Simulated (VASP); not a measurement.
Input of a VASP 6.6.1 run:

INCAR

```
ALGO     = Normal         # electronic algorithm
EDIFF    = 1E-7           # SCF threshold, eV
ENCUT    = 520            # plane-wave cutoff, eV
GGA      = PE             # functional
ISIF     = 2              # what is computed and relaxed
ISMEAR   = -1             # smearing method
LASPH    = T              # aspherical terms in the spheres
LCHARG   = F              # write CHGCAR
LREAL    = Auto         
LWAVE    = F              # write WAVECAR
NBANDS   = 39             # bands
NELM     = 100            # most SCF steps
PREC     = Accurate       # precision mode
SIGMA    = 0.05           # smearing width, eV
```

KPOINTS

```
k-points
0
Gamma
  1 1 1
```

Contents of POSCAR:

```
H11C2NO4
1.0
    5.9154820000      0.0000000000      0.0000000000
    0.0000000000      5.9154820000      0.0000000000
    0.0000000000      0.0000000000      5.9154820000
O H C N
4 11 2 1
Direct
    0.9029188154      0.6679590945      0.6810941188
    0.2475706967     -0.0564112950      0.6317152178
    0.6993512955      0.0820896759      0.5267195471
   -0.0523034302      0.4015395533      0.3427446825
    1.0629903024      0.7044396382      0.6921667583
    0.8334570201      0.8083703069      0.6443430983
    0.2135582527      0.0850987291      0.7091729803
    0.3857842860     -0.0250529036      0.5388571886
    0.7880676503      0.1795119992      0.4197291108
    0.6963929567      0.1757929447      0.6658798049
   -0.0903223102      0.5150890494      0.4753458805
   -0.1251799938      0.4520679803      0.2040915685
    0.3333456175      0.5798682170      0.3796816557
    0.5303371729      0.7965707613      0.2597421478
    0.2302094741      0.7919726575      0.2002203709
    0.3790392736      0.6867741293      0.2285189947
    0.3979050228      0.5511131637      0.0161440775
    0.3948621600      0.4419927235     -0.1461926518
```

Potentials or basis: VASP PAW PBE potentials, release 64 (O, H, C, N).

Command:

```bash
$ cat potpaw_PBE.64/O/POTCAR potpaw_PBE.64/H/POTCAR potpaw_PBE.64/C/POTCAR potpaw_PBE.64/N/POTCAR > POTCAR
$ mpirun -np 1 vasp_gam > vasp.out
```

Problem. Estimate the largest force.

Solution. 2.449 eV/Å.

Problem. What does it give for the pressure?

Solution. -0.3 GPa.

Forces on the atoms (eV/Å):
```
O    0.093 -1.851  0.653
O    0.779  0.240 -0.340
O   -0.167  0.134  0.703
O   -0.328  0.157  0.264
H    0.471  0.422 -0.011
H   -0.780  1.522 -0.562
H    0.263  0.031 -0.166
H   -0.648  0.125  0.891
H    0.177  0.150  0.299
H   -0.241 -0.363 -0.777
H    0.173 -0.446 -0.847
H    0.066  0.203  0.128
H    0.533  0.199 -0.693
H   -0.611 -0.610 -0.200
H   -0.105  0.381  0.107
C    0.323 -0.635 -0.872
C   -0.060  1.060  2.207
N    0.062 -0.717 -0.784
```

Caveat: the k points lie up to 1.06 Å⁻¹ apart.
